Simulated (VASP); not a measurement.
# LiRe3 (Fm-3m) in VASP: notebook, part 2 of 2

VASP 6.6.1. The steps go on from the part before.

**4. Single point, PBEsol**

INCAR

```
  PREC = Accurate
  ENCUT = 520
  EDIFF = 1E-6
  ISMEAR = 1
  SIGMA = 0.05
  LREAL = False
  LASPH = True
  NELM = 100
  ALGO = Normal
  ISIF = 2
  LWAVE = False
  LCHARG = False
  GGA = PS
  NBANDS = 20
```

KPOINTS

```
Automatic mesh
0
Gamma
  6 6 6
```

POSCAR

```
LiRe3
1.0
    0.0000000000      3.0528810000      3.0528810000
    3.0528810000      0.0000000000      3.0528810000
    3.0528810000      3.0528810000      0.0000000000
Re Li
3 1
Direct
    0.5000000000      0.5000000000      0.5000000000
    0.2500000000      0.2500000000      0.2500000000
    0.7500000000      0.7500000000      0.7500000000
    0.0000000000      0.0000000000      0.0000000000
```

Potentials or basis: VASP PAW PBE potentials, release 64 (Re, Li_sv).

Launch:

```bash
$ cat potpaw_PBE.64/Re/POTCAR potpaw_PBE.64/Li_sv/POTCAR > POTCAR
$ mpirun -np 1 vasp_std > vasp.out
```

OUTCAR:

```text
PREC = Accurate
   ENCUT = 520
   EDIFF = 1E-6
   ISMEAR = 1
   LREAL = False
   LASPH = True
   NELM = 100
   ISIF = 2
   GGA = PS

 ion  position               nearest neighbor table
   1  0.500  0.500  0.500-   2 2.64   3 2.64   2 2.64   2 2.64   2 2.64   3 2.64   3 2.64   3 2.64

   2  0.250  0.250  0.250-   1 2.64   4 2.64   4 2.64   4 2.64   4 2.64   1 2.64   1 2.64   1 2.64
                             3 3.05   3 3.05   3 3.05   3 3.05   3 3.05   3 3.05
   3  0.750  0.750  0.750-   1 2.64   4 2.64   1 2.64   1 2.64   1 2.64   4 2.64   4 2.64   4 2.64
                             2 3.05   2 3.05   2 3.05   2 3.05   2 3.05   2 3.05
   4  0.000  0.000  0.000-   2 2.64   3 2.64   3 2.64   3 2.64   3 2.64   2 2.64   2 2.64   2 2.64

  LATTYP: Found a face centered cubic cell.
 ALAT       =     6.1057620000

  Lattice vectors:

 A1 = (   0.0000000000,   3.0528810000,   3.0528810000)
 A2 = (   3.0528810000,   0.0000000000,   3.0528810000)
 A3 = (   3.0528810000,   3.0528810000,   0.0000000000)

Analysis of symmetry for initial positions (statically):
=====================================================================
 Subroutine PRICEL returns:
[... 167 lines left out ...]

 val. band max:        6.1903419448   @ k =  -0.3333   0.3333   0.0000
 cond. band min:       6.3476404427   @ k =  -0.1667   0.1667   0.0000
 fundamental gap:      0.1572984979
 Fermi energy:         6.2036318014

 k-point     1 :       0.0000    0.0000    0.0000
  band No.  band energies     occupation
      1     -37.6203      2.00000
      2      -2.4026      2.00000
      3       1.3331      2.00000
      4       1.3331      2.00000
      5       2.8152      2.00000
      6       2.8152      2.00000
[... 357 lines left out ...]
     19       9.7471      0.00000
     20      10.0744      0.00000

------------------------ aborting loop because EDIFF is reached ----------------------------------------

  FORCE on cell =-STRESS in cart. coord.  units (eV):
  Direction    XX          YY          ZZ          XY          YZ          ZX
  --------------------------------------------------------------------------------------
  -------------------------------------------------------------------------------------
  Total       -3.8727708     -3.8727708     -3.8727708      0.0000000     -0.0000000      0.0000000
  in kB     -109.0367140   -109.0367140   -109.0367140      0.0000000     -0.0000000      0.0000000
  external PRESSURE =    -109.0367140 kB  Pullay stress =       0.0000000 kB

 VOLUME and BASIS-vectors are now :
 -----------------------------------------------------------------------------
  energy-cutoff  :      520.00
  volume of cell :       56.91
      direct lattice vectors                 reciprocal lattice vectors
     0.000000000  3.052881000  3.052881000    -0.163779722  0.163779722  0.163779722
     3.052881000  0.000000000  3.052881000     0.163779722 -0.163779722  0.163779722
     3.052881000  3.052881000  0.000000000     0.163779722  0.163779722 -0.163779722

 POSITION                                       TOTAL-FORCE (eV/Angst)
 -----------------------------------------------------------------------------------
      3.05288      3.05288      3.05288         0.000000     -0.000000     -0.000000
      1.52644      1.52644      1.52644        -0.000000     -0.000000     -0.000000
      4.57932      4.57932      4.57932        -0.000000      0.000000      0.000000
      0.00000      0.00000      0.00000         0.000000     -0.000000     -0.000000
 -----------------------------------------------------------------------------------
    total drift:                               -0.000000     -0.000000      0.000000

  FREE ENERGIE OF THE ION-ELECTRON SYSTEM (eV)
  ---------------------------------------------------
  free  energy   TOTEN  =       -41.0358880705 eV

  energy  without entropy=      -41.0357688012  energy(sigma->0) =      -41.03584831
```

OSZICAR:

```text
N       E                     dE             d eps       ncg     rms          rms(c)
DAV:   1     0.917743673722E+02    0.91774E+02   -0.10575E+04  1212   0.150E+03
DAV:   2    -0.317570273205E+02   -0.12353E+03   -0.11426E+03  1220   0.470E+02
DAV:   3    -0.428798656517E+02   -0.11123E+02   -0.98757E+01  1120   0.215E+02
DAV:   4    -0.440724857905E+02   -0.11926E+01   -0.11272E+01  1228   0.354E+01
DAV:   5    -0.441477881164E+02   -0.75302E-01   -0.74674E-01  1112   0.658E+00    0.496E+01
DAV:   6    -0.416354984813E+02    0.25123E+01   -0.42061E+00  1200   0.421E+01    0.161E+01
DAV:   7    -0.412811650126E+02    0.35433E+00   -0.25020E+00  1248   0.341E+01    0.647E+00
DAV:   8    -0.410596339714E+02    0.22153E+00   -0.50028E-01  1256   0.172E+01    0.912E-01
DAV:   9    -0.410361577121E+02    0.23476E-01   -0.47266E-02  1060   0.145E+00    0.185E-01
DAV:  10    -0.410358571280E+02    0.30058E-03   -0.30311E-03  1200   0.685E-01    0.754E-02
DAV:  11    -0.410358776874E+02   -0.20559E-04   -0.21165E-04  1144   0.206E-01    0.401E-02
DAV:  12    -0.410358878784E+02   -0.10191E-04   -0.45988E-05  1212   0.144E-01    0.277E-02
DAV:  13    -0.410358893847E+02   -0.15063E-05   -0.86352E-06   808   0.759E-02    0.660E-03
DAV:  14    -0.410358881280E+02    0.12568E-05   -0.63280E-07   464   0.280E-02    0.374E-03
DAV:  15    -0.410358880705E+02    0.57489E-07   -0.48833E-07   448   0.135E-02
   1 F= -.41035888E+02 E0= -.41035848E+02  d E =-.119269E-03
```

Run time: 14 s. Hardware: 1 thread of AMD EPYC 9R45 (Zen 5), shared host; peak memory 0.15 GiB.

What came out:

```yaml
Free_energy: -41.0359 eV
Band_gap_on_the_k_mesh: zero (band 12 reaches 8.18 eV, above the bottom of band 13 at 5.57 eV)
```

Caveat: the cutoff is under 1.25 times the usual one of these potentials, so pressure, stress and relaxed cells hold a basis-set (Pulay) error; the PAW data sets were made with another functional, which shifts forces and pressure a little; spin-orbit coupling is left out, which moves the levels of the heavy elements.

**5. Single point, PBE, non-collinear spin, zero start, spin-orbit coupling**

INCAR

```
SYSTEM = LiRe3
PREC = Accurate ; ENCUT = 520
EDIFF = 1E-6 ; ISMEAR = 1
SIGMA = 0.05 ; LREAL = .False.
LASPH = .True. ; NELM = 150
ALGO = Normal ; ISIF = 2
LWAVE = .False. ; LCHARG = .True.
MAGMOM = 0 0 0 0 0 0 0 0 0 0 0 0 ; LORBIT = 11
LSORBIT = .True. ; GGA_COMPAT = .False.
LORBMOM = .True. ; LMAXMIX = 4
GGA = PE ; LVHAR = .True.
NBANDS = 38
```

KPOINTS

```
Automatic mesh
0
Gamma
  6 6 6
  0 0 0
```

POSCAR is that of step 4.

Launch:

```bash
$ cat potpaw_PBE.64/Re/POTCAR potpaw_PBE.64/Li_sv/POTCAR > POTCAR
$ mpirun -np 1 vasp_ncl > vasp.out
```

Run time: 66 s. Hardware: 1 thread of AMD EPYC 9R45 (Zen 5), shared host; peak memory 0.3 GiB.

The run converged. Its results:

```
Free energy                                           : -39.3769 eV
Net moment                                            : 0.00 μB per cell
Valence electrons inside the program's atomic spheres : Re 6.12, 5.91; Li 2.15
```

Moments on the atoms (μB; x, y, z):
```
Re  0.00 0.00 0.00
Re  0.00 0.00 0.00
Re  0.00 0.00 0.00
Li  0.00 0.00 0.00
```

Caveat: the cutoff is under 1.25 times the usual one of these potentials, so pressure, stress and relaxed cells hold a basis-set (Pulay) error.

**6. Single point, PBE, non-collinear spin, zero start, spin-orbit coupling**

INCAR

```
PREC = Accurate
ENCUT = 520
EDIFF = 1E-6
ISMEAR = 1
SIGMA = 0.05
LREAL = False
LASPH = True
NELM = 150
ALGO = Normal
ISIF = 2
LWAVE = False
LCHARG = False
LNONCOLLINEAR = True
MAGMOM = 0 0 0 0 0 0 0 0 0 0 0 0
LORBIT = 11
LSORBIT = True
GGA_COMPAT = False
LORBMOM = True
LMAXMIX = 4
GGA = PE
NBANDS = 38
```

KPOINTS

```
Automatic mesh
0
Gamma
  6 6 6
```

POSCAR is that of step 5.

Potentials or basis: VASP PAW PBE potentials, release 64 (Re, Li_sv).

Launch:

```bash
$ cat potpaw_PBE.64/Re/POTCAR potpaw_PBE.64/Li_sv/POTCAR > POTCAR
$ mpirun -np 1 vasp_ncl > vasp.out
```

OUTCAR:

```text
PREC = Accurate
   ENCUT = 520
   EDIFF = 1E-6
   ISMEAR = 1
   LREAL = False
   LASPH = True
   NELM = 150
   ISIF = 2
   LNONCOLLINEAR = True
   LORBIT = 11
   LSORBIT = True
   GGA = PE

 ion  position               nearest neighbor table
   1  0.500  0.500  0.500-   2 2.64   3 2.64   2 2.64   2 2.64   2 2.64   3 2.64   3 2.64   3 2.64

   2  0.250  0.250  0.250-   1 2.64   4 2.64   4 2.64   4 2.64   4 2.64   1 2.64   1 2.64   1 2.64
                             3 3.05   3 3.05   3 3.05   3 3.05   3 3.05   3 3.05
   3  0.750  0.750  0.750-   1 2.64   4 2.64   1 2.64   1 2.64   1 2.64   4 2.64   4 2.64   4 2.64
                             2 3.05   2 3.05   2 3.05   2 3.05   2 3.05   2 3.05
[... 973 lines left out ...]
     0.0000000     0.0000000     0.0000000     0.0000000     0.0000000     0.0000000     0.0000000
     0.0000000     0.0000000     0.0000000     0.0000000     0.0000000     0.0000000     0.0000000
     0.0000000     0.0000000     0.0000000     0.0000000     0.0000000     0.0000000     0.0000000
     0.0000000     0.0000000     0.0000000     0.0000000     0.0000000     0.0000000     0.0000000

 total charge

# of ion       s       p       d       tot
------------------------------------------
    1        0.674   0.745   4.700   6.119
    2        0.605   0.562   4.738   5.906
    3        0.605   0.562   4.738   5.906
    4        2.045   0.109   0.000   2.154
--------------------------------------------------
tot          3.930   1.978  14.176  20.084

 magnetization (x)

# of ion       s       p       d       tot
------------------------------------------
    1        0.000   0.000   0.000   0.000
    2        0.000   0.000   0.000   0.000
    3        0.000   0.000   0.000   0.000
    4        0.000  -0.000   0.000  -0.000
--------------------------------------------------
tot          0.000   0.000   0.000   0.000

 magnetization (y)

# of ion       s       p       d       tot
------------------------------------------
    1        0.000   0.000  -0.000  -0.000
    2        0.000  -0.000   0.000  -0.000
    3        0.000   0.000   0.000   0.000
    4       -0.000  -0.000   0.000  -0.000
--------------------------------------------------
tot         -0.000  -0.000  -0.000  -0.000

 magnetization (z)

# of ion       s       p       d       tot
------------------------------------------
    1       -0.000   0.000   0.000   0.000
    2        0.000   0.000   0.000   0.000
    3        0.000   0.000   0.000   0.000
    4        0.000  -0.000   0.000   0.000
--------------------------------------------------
tot          0.000   0.000   0.000   0.000
```

stdout:

```text
POSCAR found type information on POSCAR ReLi
 POSCAR found :  2 types and       4 ions
 scaLAPACK will be used
 LDA part: xc-table for (Slater+PW92), standard interpolation
 POSCAR, INCAR and KPOINTS ok, starting setup
 FFT: planning ... GRIDC
 FFT: planning ... GRID_SOFT
 FFT: planning ... GRID
 WAVECAR not read
 entering main loop
```

Run time: 63 s. Hardware: 1 thread of AMD EPYC 9R45 (Zen 5), shared host; peak memory 0.3 GiB.

Results:

| Item | Value |
| --- | --- |
| Free energy | -39.3769 eV |
| Net moment | 0.00 μB per cell |
| Valence electrons inside the program's atomic spheres | Re 6.12, 5.91; Li 2.15 |

Moments on the atoms (μB; x, y, z):
```
Re  0.00 0.00 0.00
Re  0.00 0.00 0.00
Re  0.00 0.00 0.00
Li  0.00 0.00 0.00
```

Caveat: the cutoff is under 1.25 times the usual one of these potentials, so pressure, stress and relaxed cells hold a basis-set (Pulay) error.

**7. Summary**

| level | potentials or basis | spin | smearing | gap on the mesh (eV) |
| --- | --- | --- | --- | --- |
| LDA | VASP PAW LDA potentials, release 64 (Re, Li_sv) | off | gaussian 0.005 eV | none |
| PBEsol | VASP PAW PBE potentials, release 64 (Re, Li_sv) | off | methfessel-paxton 0.05 eV | none |
| PBE | VASP PAW PBE potentials, release 64 (Re, Li_sv) | non-collinear, zero start, SOC | methfessel-paxton 0.05 eV | - |

Alike in all rows: task single point; cell as given; k mesh 6 × 6 × 6; cutoff (eV) 520.

Caveats: the cutoff is under 1.25 times the usual one of these potentials, so pressure, stress and relaxed cells hold a basis-set (Pulay) error; spin-orbit coupling is left out, which moves the levels of the heavy elements (some runs); the PAW data sets were made with another functional, which shifts forces and pressure a little (some runs).

Absolute energies hang on the potentials; compare differences alone.
